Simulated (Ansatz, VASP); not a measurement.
Two plane-wave programs on InPd

```
In Pd
1.0
     3.27188    0.00000    0.00000
     0.00000    3.27188    0.00000
     0.00000    0.00000    3.27188
In Pd
1 1
Direct
  0.00000 0.00000 0.00000
  0.50000 0.50000 0.50000
```

Alike in both runs: task single point; functional PBE0; k mesh 6 × 6 × 6; occupations fermi-dirac, width 0.05 eV; no spin polarisation.

|  | VASP | Ansatz |
| --- | --- | --- |
| version | VASP 6.6.1 | Ansatz 0.2.0 |
| potentials or method | VASP PAW PBE potentials, release 64 (In_d, Pd) | Ansatz PAW |
| plane-wave cutoff (eV) | 520 | 420 |
| valence electrons in the cell | 23 | 31 |

|  | VASP | Ansatz | Ansatz less VASP |
| --- | --- | --- | --- |
| gap on the k mesh at the Fermi level (eV) | none | none | - |
| pressure (GPa) | 0.0 | -0.1 | -0.17 |

A gap of «none» marks a metal or a gap that the smearing closes. With one functional, cell and mesh, what is left measures potentials, basis and numerics. VASP's potentials hold 23 valence electrons a cell and Ansatz's 31, so a difference there can come from the potentials and not from the codes.
